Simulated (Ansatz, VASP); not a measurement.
# Two plane-wave programs on KCl

```
K Cl
1.0
     3.64724    0.00000    0.00000
     0.00000    3.64724    0.00000
     0.00000    0.00000    3.74322
K Cl
1 1
Direct
  0.00000 0.00000 0.00000
  0.50000 0.50000 0.50000
```

Change from the starting cell: strain -0.050 along x and y, -0.025 along z, atoms carried along.

Alike in both runs: task single point; functional LDA; k mesh 6 × 6 × 6; occupations gaussian, width 0.05 eV; no spin polarisation.

|  | VASP | Ansatz |
| --- | --- | --- |
| version | VASP 6.6.1 | Ansatz 0.2.0 |
| potentials or method | VASP PAW LDA potentials, release 64 (K_sv, Cl), cutoff 520 eV | scalar-relativistic, plane waves, PAW |
| valence electrons in the cell | 16 | 16 |

VASP gave:

```
gap on the k mesh at the Fermi level (eV)                     : 4.89
least direct gap on the mesh (eV)                             : 5.11
pressure (GPa)                                                : -0.9
traceless stress, the component that is largest in VASP (GPa) : -0.84
```

**Question.** What did Ansatz give for the same quantities?

**Answer.** gap on the k mesh at the Fermi level (eV): 4.88; least direct gap on the mesh (eV): 5.10; pressure (GPa): -0.9; traceless stress, the component that is largest in VASP (GPa): -0.84.

LDA's correlation is that of Perdew and Zunger in VASP and of Perdew and Wang (1992) in Ansatz.
